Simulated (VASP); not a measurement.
# AlSn (P-6m2) in VASP: further runs

The runs below take AlSn through single point, with PBEsol.

All numbers are computed with VASP 6.6.1; they aren't measurements. Logs are shortened: lines on timing, memory, paths and dates and some standing lists are left out, and cuts for length are marked.

## (1) The cell of the first run

It takes space group P-6m2 (No. 187, hexagonal). Conventional cell: a = 3.637 Å, b = 3.637 Å, c = 2.865 Å, α = 90.00°, β = 90.00°, γ = 120.00°. Within 3.4 Å of Al (site symmetry -6m2) lie 6 Sn at 2.54 Å and 2 Al at 2.86 Å. Sn (site symmetry -6m2) has 6 Al at 2.54 Å and 2 Sn at 2.86 Å within 3.4 Å.

## (2) Single point, PBEsol (16.40 Å³/atom)

INCAR reads:

```
SYSTEM = AlSn
  PREC = Accurate
  ENCUT = 520
  EDIFF = 1E-6
  ISMEAR = -1
  SIGMA = 0.05
  LREAL = .False.
  LASPH = .True.
  NELM = 60
  ALGO = Normal
  ISIF = 2
  LWAVE = .False.
  LCHARG = .False.
  GGA = PS
  NBANDS = 16
```

KPOINTS reads:

```
Automatic mesh
0
Gamma
  10 10 11
  0 0 0
```

POSCAR reads:

```
AlSn
1.0
    3.6365632526      0.0000000000      0.0000000000
   -1.8182816263      3.1493561592      0.0000000000
    0.0000000000      0.0000000000      2.8645201868
Al Sn
1 1
Direct
    0.0000000000      0.0000000000      0.0000000000
    0.3333333333      0.6666666667      0.5000000000
```

Potentials or basis: VASP PAW PBE potentials, release 64 (Al, Sn_d).

On the command line:

```bash
> cat potpaw_PBE.64/Al/POTCAR potpaw_PBE.64/Sn_d/POTCAR > POTCAR
> mpirun -np 1 vasp_std > vasp.out
```

OUTCAR:

```text
SYSTEM = AlSn
   PREC = Accurate
   ENCUT = 520
   EDIFF = 1E-6
   ISMEAR = -1
   LREAL = .False.
   LASPH = .True.
   NELM = 60
   ISIF = 2
   GGA = PS

 ion  position               nearest neighbor table
   1  0.000  0.000  0.000-   2 2.54   2 2.54   2 2.54   2 2.54   2 2.54   2 2.54
   2  0.333  0.667  0.500-   1 2.54   1 2.54   1 2.54   1 2.54   1 2.54   1 2.54

  LATTYP: Found a hexagonal cell.
 ALAT       =     3.6365632526
 C/A-ratio  =     0.7876998110

  Lattice vectors:

 A1 = (   3.6365632526,   0.0000000000,   0.0000000000)
 A2 = (  -1.8182816263,   3.1493561592,   0.0000000000)
 A3 = (   0.0000000000,   0.0000000000,   2.8645201868)

Analysis of symmetry for initial positions (statically):
=====================================================================
 Subroutine PRICEL returns:
 Original cell was already a primitive cell.

 Routine SETGRP: Setting up the symmetry group for a
 hexagonal supercell.

 Subroutine GETGRP returns: Found 12 space group operations
 (whereof 12 operations were pure point group operations)
 out of a pool of 24 trial point group operations.

The static configuration has the point symmetry D_3h.

Analysis of symmetry for dynamics (positions and initial velocities):
=====================================================================
 Subroutine PRICEL returns:
 Original cell was already a primitive cell.

 Routine SETGRP: Setting up the symmetry group for a
 hexagonal supercell.

 Subroutine GETGRP returns: Found 12 space group operations
 (whereof 12 operations were pure point group operations)
 out of a pool of 24 trial point group operations.

The dynamic configuration has the point symmetry D_3h.

 Subroutine INISYM returns: Found 12 space group operations
 (whereof 12 operations are pure point group operations),
 and found     1 'primitive' translations

----------------------------------------------------------------------------------------

                                     Primitive cell

  volume of cell :      32.8069

  direct lattice vectors                    reciprocal lattice vectors
     3.636563253  0.000000000  0.000000000     0.274984905  0.158762609  0.000000000
    -1.818281626  3.149356159  0.000000000     0.000000000  0.317525218  0.000000000
     0.000000000  0.000000000  2.864520187     0.000000000  0.000000000  0.349098605

  length of vectors
     3.636563253  3.636563253  2.864520187     0.317525218  0.317525218  0.349098605

[... 79 lines left out ...]
   NELM   =     60;   NELMIN=  2; NELMDL= -5     # of ELM steps
   EDIFF  = 0.1E-05   stopping-criterion for ELM
   LREAL  =      F    real-space projection
   EDIFFG = 0.1E-04   stopping-criterion for IOM
   NSW    =      0    number of steps for IOM
   IBRION =     -1    ionic relax: 0-MD 1-quasi-New 2-CG
   NFREE  =      0    steps in history (QN), initial steepest desc. (CG)
   ISIF   =      2    stress and relaxation
   ISYM   =      2    0-nonsym 1-usesym 2-fastsym
   POTIM  = 0.5000    time-step for ionic-motion
   TEBEG  =    0.0;   TEEND  =   0.0 temperature during run
   PSTRESS=    0.0 pullay stress
   NELECT =      17.0000    total number of electrons
   NUPDOWN=      -1.0000    fix difference up-down
   EMIN   =  10.00;   EMAX   =-10.00  energy-range for DOS
   EFERMI =   0.00;   METHOD = LEGACY
   ISMEAR =    -1;   SIGMA  =   0.05  broadening in eV -4-tet -1-fermi 0-gaus
   EFERMI_NEDOS =   21; number of points for ismear=-14 and -15
   IALGO  =     38    algorithm
   IMIX   =      4    mixing-type and parameters
     AMIX     =   0.40;   BMIX     =  1.00
     AMIX_MAG =   1.60;   BMIX_MAG =  1.00
  volume/ion in A,a.u.               =      16.40       110.70
  Fermi-wavevector in a.u.,A,eV,Ry     =   1.314931  2.484859 23.525055  1.729043
  Thomas-Fermi vector in A             =   2.445149
   LORBIT       =      0    0 simple, 1 ext, 2 COOP (PROOUT), +10 PAW based schemes
   GGA     = PS    functional components
   LHFCALC =     F    Hartree Fock is set to
   AEXX    =    0.0000 exact exchange contribution
   IVDW    =     0    specifies the selected vdW correction
   LEPSILON=     F    determine dielectric tensor
   LRPA    =     F    only Hartree local field effects (RPA)
 non-spin polarized calculation
  energy-cutoff  :      520.00
  volume of cell :       32.81
 maximum number of plane-waves:       901
 NGX is ok and might be reduce to    28
   NGX = 13   NGY = 13   NGZ = 11

 number of electron      17.0000002 magnetization

 Free energy of the ion-electron system (eV)
  ---------------------------------------------------
  ext. energy  EPLUGINS =         0.00000000
  ---------------------------------------------------
  free energy    TOTEN  =        -6.17311413 eV

  energy without entropy =       -6.16525354  energy(sigma->0) =       -6.16918383

 E-fermi :  11.6897     XC(G=0): -11.5944

 val. band max:       11.6890845854   @ k =   0.2000   0.2000   0.4545
 cond. band min:      11.7182126151   @ k =   0.4000   0.1000   0.4545
 fundamental gap:      0.0291280297
 Fermi energy:        11.6897106525

 k-point     1 :       0.0000    0.0000    0.0000
  band No.  band energies     occupation
      1     -10.3840      2.00000
      2      -9.9786      2.00000
      3      -9.9786      2.00000
      4      -9.8795      2.00000
      5      -9.8795      2.00000
      6      -2.1295      2.00000
[... 433 lines left out ...]
      3      -9.9338      2.00000
      4      -9.9127      2.00000
      5      -9.8843      2.00000
      6       0.8708      2.00000
[... 8 lines left out ...]
     15      24.8099      0.00000
     16      25.4413      0.00000

 [... further k-points ...]

------------------------ aborting loop because EDIFF is reached ----------------------------------------

  FORCE on cell =-STRESS in cart. coord.  units (eV):
  Direction    XX          YY          ZZ          XY          YZ          ZX
  --------------------------------------------------------------------------------------
  -------------------------------------------------------------------------------------
  Total       10.0927537     10.0927537     11.7731179      0.0000000      0.0000000     -0.0000000
  in kB      492.8961751    492.8961751    574.9595167      0.0000000      0.0000000     -0.0000000
  external PRESSURE =     520.2506223 kB  Pullay stress =       0.0000000 kB

 VOLUME and BASIS-vectors are now :
 -----------------------------------------------------------------------------
  energy-cutoff  :      520.00
  volume of cell :       32.81
      direct lattice vectors                 reciprocal lattice vectors
     3.636563253  0.000000000  0.000000000     0.274984905  0.158762609  0.000000000
    -1.818281626  3.149356159  0.000000000     0.000000000  0.317525218  0.000000000
     0.000000000  0.000000000  2.864520187     0.000000000  0.000000000  0.349098605

 POSITION                                       TOTAL-FORCE (eV/Angst)
 -----------------------------------------------------------------------------------
      0.00000      0.00000      0.00000         0.000000     -0.000000      0.000000
     -0.00000      2.09957      1.43226        -0.000000      0.000000      0.000000
 -----------------------------------------------------------------------------------
    total drift:                                0.000000     -0.000000     -0.000000

  FREE ENERGIE OF THE ION-ELECTRON SYSTEM (eV)
  ---------------------------------------------------
  free  energy   TOTEN  =        -6.1731141256 eV

  energy  without entropy=       -6.1652535417  energy(sigma->0) =       -6.16918383
```

stdout:

```text
POSCAR found type information on POSCAR AlSn
 POSCAR found :  2 types and       2 ions
 scaLAPACK will be used
 -----------------------------------------------------------------------------
|                                                                             |
|                                                                             |
|     You enforced a specific xc type in the INCAR file but a different       |
|     I HOPE YOU KNOW WHAT YOU ARE DOING!                                     |
|                                                                             |
 -----------------------------------------------------------------------------

 LDA part: xc-table for (Slater+PW92), standard interpolation
 POSCAR, INCAR and KPOINTS ok, starting setup
 FFT: planning ... GRIDC
 FFT: planning ... GRID_SOFT
 FFT: planning ... GRID
 WAVECAR not read
 entering main loop
```

It took 44 s on 1 thread of AMD EPYC 7R13, shared host; peak memory 0.15 GiB.

Results:

| Property | Result |
| --- | --- |
| Free energy | -6.1731 eV |
| Pressure | 52.0 GPa |
| Band gap on the k mesh | zero (an odd number of electrons rules out a gap without spin polarisation) |

Caveat: the stress differs along the axes, from 49 to 57 GPa; the PAW data sets were made with another functional, which shifts forces and pressure a little; spin-orbit coupling is left out, which moves the levels of the heavy elements.

## (3) Single point, PBEsol (16.40 Å³/atom)

INCAR reads:

```
PREC = Accurate
ENCUT = 520
EDIFF = 1E-6
ISMEAR = -1
SIGMA = 0.05
LREAL = F
LASPH = T
NELM = 60
ALGO = Normal
ISIF = 2
LWAVE = F
LCHARG = F
GGA = PS
NBANDS = 16
```

KPOINTS reads:

```
Automatic mesh
0
Gamma
  10 10 11
```

POSCAR is that of step 2.

Potentials or basis: VASP PAW PBE potentials, release 64 (Al, Sn_d).

On the command line:

```bash
> cat potpaw_PBE.64/Al/POTCAR potpaw_PBE.64/Sn_d/POTCAR > POTCAR
> mpirun -np 1 vasp_std > vasp.out
```

It took 57 s on 1 thread of AMD EPYC 7R13, shared host; peak memory 0.15 GiB.

Results (log left out):

* Free energy: -6.1731 eV
* Pressure: 52.0 GPa
* Band gap on the k mesh: zero (an odd number of electrons rules out a gap without spin polarisation)

Stress tensor (GPa, compression positive):
```
49.29  0.00  0.00
 0.00 49.29  0.00
 0.00  0.00 57.50
```

Levels at points of the mesh, in eV from the Fermi level:
```tsv
k point	band 4	band 5	band 6	band 7	band 8	band 9	band 10	band 11	band 12	band 13
(0.00, 0.00, 0.00)	-21.57	-21.57	-13.82	-0.39	-0.39	2.76	3.45	3.45	3.64	6.06
(0.50, 0.00, 0.00)	-21.58	-21.57	-10.85	-8.68	-2.87	0.56	6.36	8.35	8.96	11.02
```

Caveat: the stress differs along the axes, from 49 to 57 GPa; the PAW data sets were made with another functional, which shifts forces and pressure a little; spin-orbit coupling is left out, which moves the levels of the heavy elements.

## (4) Single point, PBEsol (18.93 Å³/atom)

This run uses another cell than the first one, of 18.93 Å³/atom.

INCAR reads:

```
SYSTEM = AlSn
PREC = Accurate ; ENCUT = 520
EDIFF = 1E-6 ; ISMEAR = -1
SIGMA = 0.05 ; LREAL = .False.
LASPH = .True. ; NELM = 100
ALGO = Normal ; ISIF = 2
LWAVE = .False. ; LCHARG = .False.
GGA = PS ; NBANDS = 16
```

KPOINTS reads:

```
regular mesh
0
Gamma
  10 10 11
  0 0 0
```

POSCAR reads:

```
AlSn
1.0
    3.8142320826      0.0000000000      0.0000000000
   -1.9071160413      3.3032218794      0.0000000000
    0.0000000000      0.0000000000      3.0044698905
Al Sn
1 1
Direct
    0.0000000000      0.0000000000      0.0000000000
    0.3333333333      0.6666666667      0.5000000000
```

Potentials or basis: VASP PAW PBE potentials, release 64 (Al, Sn_d).

On the command line:

```bash
> cat potpaw_PBE.64/Al/POTCAR potpaw_PBE.64/Sn_d/POTCAR > POTCAR
> mpirun -np 1 vasp_std > vasp.out
```

OUTCAR:

```text
SYSTEM = AlSn
   PREC = Accurate
   ENCUT = 520
   EDIFF = 1E-6
   ISMEAR = -1
   LREAL = .False.
   LASPH = .True.
   NELM = 100
   ISIF = 2
   GGA = PS

 ion  position               nearest neighbor table
   1  0.000  0.000  0.000-   2 2.67   2 2.67   2 2.67   2 2.67   2 2.67   2 2.67
   2  0.333  0.667  0.500-   1 2.67   1 2.67   1 2.67   1 2.67   1 2.67   1 2.67

  LATTYP: Found a hexagonal cell.
 ALAT       =     3.8142320826
 C/A-ratio  =     0.7876998110

  Lattice vectors:

 A1 = (   3.8142320826,   0.0000000000,   0.0000000000)
 A2 = (  -1.9071160413,   3.3032218794,   0.0000000000)
 A3 = (   0.0000000000,   0.0000000000,   3.0044698905)

Analysis of symmetry for initial positions (statically):
=====================================================================
 Subroutine PRICEL returns:
 Original cell was already a primitive cell.

 Routine SETGRP: Setting up the symmetry group for a
 hexagonal supercell.

 Subroutine GETGRP returns: Found 12 space group operations
 (whereof 12 operations were pure point group operations)
 out of a pool of 24 trial point group operations.

The static configuration has the point symmetry D_3h.

Analysis of symmetry for dynamics (positions and initial velocities):
=====================================================================
 Subroutine PRICEL returns:
 Original cell was already a primitive cell.

 Routine SETGRP: Setting up the symmetry group for a
 hexagonal supercell.

 Subroutine GETGRP returns: Found 12 space group operations
 (whereof 12 operations were pure point group operations)
 out of a pool of 24 trial point group operations.

The dynamic configuration has the point symmetry D_3h.

 Subroutine INISYM returns: Found 12 space group operations
 (whereof 12 operations are pure point group operations),
 and found     1 'primitive' translations

----------------------------------------------------------------------------------------

[... 111 lines left out ...]
     AMIX     =   0.40;   BMIX     =  1.00
     AMIX_MAG =   1.60;   BMIX_MAG =  1.00
  volume/ion in A,a.u.               =      18.93       127.73
  Fermi-wavevector in a.u.,A,eV,Ry     =   1.253681  2.369113 21.384481  1.571715
  Thomas-Fermi vector in A             =   2.387522
   LORBIT       =      0    0 simple, 1 ext, 2 COOP (PROOUT), +10 PAW based schemes
   GGA     = PS    functional components
   LHFCALC =     F    Hartree Fock is set to
   AEXX    =    0.0000 exact exchange contribution
   IVDW    =     0    specifies the selected vdW correction
   LEPSILON=     F    determine dielectric tensor
   LRPA    =     F    only Hartree local field effects (RPA)
 non-spin polarized calculation
  energy-cutoff  :      520.00
  volume of cell :       37.85
 maximum number of plane-waves:      1041
   NGX = 15   NGY = 15   NGZ = 11

 number of electron      17.0000001 magnetization

 Free energy of the ion-electron system (eV)
  ---------------------------------------------------
  ext. energy  EPLUGINS =         0.00000000
  ---------------------------------------------------
  free energy    TOTEN  =        -7.33225877 eV

  energy without entropy =       -7.32511737  energy(sigma->0) =       -7.32868807

 E-fermi :   9.6438     XC(G=0): -10.9258

 val. band max:        9.5947261013   @ k =   0.1000   0.0000   0.1818
 cond. band min:       9.6589793560   @ k =   0.2000   0.0000   0.2727
 fundamental gap:      0.0642532547
 Fermi energy:         9.6437828897

 k-point     1 :       0.0000    0.0000    0.0000
  band No.  band energies     occupation
      1     -12.0063      2.00000
      2     -11.7331      2.00000
      3     -11.7331      2.00000
      4     -11.6785      2.00000
      5     -11.6785      2.00000
      6      -2.9086      2.00000
[... 433 lines left out ...]
      3     -11.7121      2.00000
      4     -11.6993      2.00000
      5     -11.6759      2.00000
      6      -0.3167      2.00000
[... 8 lines left out ...]
     15      21.4670      0.00000
     16      22.0065      0.00000

 [... further k-points ...]

------------------------ aborting loop because EDIFF is reached ----------------------------------------

  FORCE on cell =-STRESS in cart. coord.  units (eV):
  Direction    XX          YY          ZZ          XY          YZ          ZX
  --------------------------------------------------------------------------------------
  -------------------------------------------------------------------------------------
  Total        5.4730150      5.4730150      6.2104843      0.0000000      0.0000000      0.0000000
  in kB      231.6458396    231.6458396    262.8592916      0.0000000      0.0000000      0.0000000
  external PRESSURE =     242.0503236 kB  Pullay stress =       0.0000000 kB

 VOLUME and BASIS-vectors are now :
 -----------------------------------------------------------------------------
  energy-cutoff  :      520.00
  volume of cell :       37.85
      direct lattice vectors                 reciprocal lattice vectors
     3.814232083  0.000000000  0.000000000     0.262175971  0.151367367  0.000000000
    -1.907116041  3.303221879  0.000000000     0.000000000  0.302734735  0.000000000
     0.000000000  0.000000000  3.004469890     0.000000000  0.000000000  0.332837418

 POSITION                                       TOTAL-FORCE (eV/Angst)
 -----------------------------------------------------------------------------------
      0.00000      0.00000      0.00000        -0.000000      0.000000      0.000000
     -0.00000      2.20215      1.50223         0.000000     -0.000000      0.000000
 -----------------------------------------------------------------------------------
    total drift:                                0.000000     -0.000000     -0.000000

  FREE ENERGIE OF THE ION-ELECTRON SYSTEM (eV)
  ---------------------------------------------------
  free  energy   TOTEN  =        -7.3322587719 eV

  energy  without entropy=       -7.3251173734  energy(sigma->0) =       -7.32868807
```

stdout:

```text
POSCAR found type information on POSCAR AlSn
 POSCAR found :  2 types and       2 ions
 scaLAPACK will be used
 -----------------------------------------------------------------------------
|                                                                             |
|                                                                             |
|     You enforced a specific xc type in the INCAR file but a different       |
|     I HOPE YOU KNOW WHAT YOU ARE DOING!                                     |
|                                                                             |
 -----------------------------------------------------------------------------

 LDA part: xc-table for (Slater+PW92), standard interpolation
 POSCAR, INCAR and KPOINTS ok, starting setup
 FFT: planning ... GRIDC
 FFT: planning ... GRID_SOFT
 FFT: planning ... GRID
 WAVECAR not read
 entering main loop
```

It took 51 s on 1 thread of AMD EPYC 7R13, shared host; peak memory 0.15 GiB.

Results:

```yaml
Free_energy: -7.3323 eV
Pressure: 24.2 GPa
Band_gap_on_the_k_mesh: zero (an odd number of electrons rules out a gap without spin polarisation)
```

Caveat: the cell stands under pressure; the PAW data sets were made with another functional, which shifts forces and pressure a little; spin-orbit coupling is left out, which moves the levels of the heavy elements.

[end of part 1 of 2]

The gap in the log of VASP goes by the Fermi energy; the results here count the filled bands.